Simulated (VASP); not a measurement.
Here is a VASP 6.6.1 calculation.

INCAR

```
PREC = Accurate ; ENCUT = 520
EDIFF = 1E-6 ; ISMEAR = 0
SIGMA = 0.05 ; LREAL = False
LASPH = True ; NELM = 80
ALGO = Normal ; ISIF = 2
LWAVE = False ; LCHARG = False
GGA = PE ; NBANDS = 16
```

Contents of KPOINTS:

```
regular mesh
0
Gamma
  8 8 8
```

File POSCAR:

```
AgCl
1.0
    0.0000000000      2.8060228508      2.8060228508
    2.8060228508      0.0000000000      2.8060228508
    2.8060228508      2.8060228508      0.0000000000
Ag Cl
1 1
Direct
    0.4700640907      0.5299359093      0.5299359093
    0.0910897785     -0.0910897785     -0.0910897785
```

Potentials or basis: VASP PAW PBE potentials, release 64 (Ag, Cl).

Command:

```console
$ cat potpaw_PBE.64/Ag/POTCAR potpaw_PBE.64/Cl/POTCAR > POTCAR
$ mpirun -np 1 vasp_std > vasp.out
```

Q: What does it give for the pressure?

A: 10.8 GPa.

Q: Estimate the largest force.

A: 3.851 eV/Å.

Q: Predict the band gap on the k mesh.

A: 1.30 eV (least direct gap 1.56 eV).

Forces in eV/Å, atoms in the order of the input:
```
Ag  -3.851  0.000  0.000
Cl   3.851  0.000  0.000
```

Caveat: the cell differs from its parent crystal (atoms displaced along a vibrational mode); the cell stands under pressure; forces of over 1 eV/Å act on the atoms, so gaps and moduli don't describe the material at rest. A k mesh can miss the band edges.
